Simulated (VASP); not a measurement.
Runs of VASP 6.6.1 on BN. The structure is that of space group Fmm2 (No. 42), or close to it. The cells are those of the table. 

```csv
level,potentials or basis,cell,k mesh,grid for exact exchange (PRECFOCK),share of exact exchange,gap on the mesh (eV),pressure (GPa),largest force (eV/Å)
LDA,"VASP PAW LDA potentials, release 64 (N, B)","a = 4.084, b = 2.485, c = 3.688 Å, angles 80.3, 36.8, 62.9°, 2 atoms",13 × 13 × 13,-,-,3.70,0.9,0.01
LDA,"VASP PAW LDA potentials, release 64 (N, B)","a = 4.028, b = 2.451, c = 3.637 Å, angles 80.3, 36.8, 62.9°, 2 atoms",13 × 13 × 13,-,-,3.72,11.8,0.01
LDA,"VASP PAW LDA potentials, release 64 (N, B)","a = 4.166, b = 2.535, c = 3.762 Å, angles 80.3, 36.8, 62.9°, 2 atoms",13 × 13 × 13,-,-,3.67,-12.0,0.01
r2SCAN,"VASP PAW PBE potentials, release 64 (N, B)","a = 4.193, b = 2.551, c = 3.785 Å, angles 80.3, 36.8, 62.9°, 2 atoms",13 × 13 × 13,-,-,4.37,-12.5,0.01
r2SCAN,"VASP PAW PBE potentials, release 64 (N, B)","a = 4.166, b = 2.535, c = 3.762 Å, angles 80.3, 36.8, 62.9°, 2 atoms",13 × 13 × 13,-,-,4.38,-8.8,0.01
PBEsol-based global hybrid with 25 % exact exchange,"VASP PAW PBE potentials, release 64 (N, B)","a = 4.131, b = 2.489, c = 3.738 Å, angles 80.4, 36.4, 63.1°, 2 atoms",7 × 7 × 7,Normal,0.25,6.19,0.4,-
LDA,"VASP PAW LDA potentials, release 64 (N, B)","a = 4.057, b = 2.468, c = 3.662 Å, angles 80.3, 36.8, 62.9°, 2 atoms",13 × 13 × 13,-,-,3.71,(d),0.01
r2SCAN,"VASP PAW PBE potentials, release 64 (N, B)","a = 4.084, b = 2.485, c = 3.688 Å, angles 80.3, 36.8, 62.9°, 2 atoms",13 × 13 × 13,-,-,4.43,(b),0.01
PBEsol,"VASP PAW PBE potentials, release 64 (N, B)","a = 4.084, b = 2.485, c = 3.688 Å, angles 80.3, 36.8, 62.9°, 2 atoms",13 × 13 × 13,-,-,(c),5.7,0.01
LDA,"VASP PAW LDA potentials, release 64 (N, B)","a = 4.139, b = 2.518, c = 3.737 Å, angles 80.3, 36.8, 62.9°, 2 atoms",13 × 13 × 13,-,-,3.68,-8.1,0.01
r2SCAN,"VASP PAW PBE potentials, release 64 (N, B)","a = 4.112, b = 2.502, c = 3.713 Å, angles 80.3, 36.8, 62.9°, 2 atoms",13 × 13 × 13,-,-,4.41,(a),0.01
PBEsol,"VASP PAW PBE potentials, release 64 (N, B)","a = 4.028, b = 2.451, c = 3.637 Å, angles 80.3, 36.8, 62.9°, 2 atoms",13 × 13 × 13,-,-,3.82,16.9,0.01
```

Alike in all rows: task single point; no spin polarisation; cutoff (eV) 520; smearing fermi-dirac 0.05 eV.

Question: Fill in the values left out.

Answer: (a) -0.1; (b) 4.8; (c) 3.80; (d) 6.1.

Caveats: some runs use coarse meshes; the PAW data sets were made with another functional, which shifts forces and pressure a little (at least some runs); the stress differs along the axes, from -1 to 18 GPa (at least some runs); the stress differs along the axes, from -17 to -1 GPa (at least some runs); the stress differs along the axes, from -18 to -1 GPa (at least some runs); the stress differs along the axes, from -13 to -1 GPa (at least some runs); the stress differs along the axes, from -1 to 10 GPa (at least some runs); the stress differs along the axes, from -0 to 7 GPa (at least some runs).

A k mesh can miss the band edges.
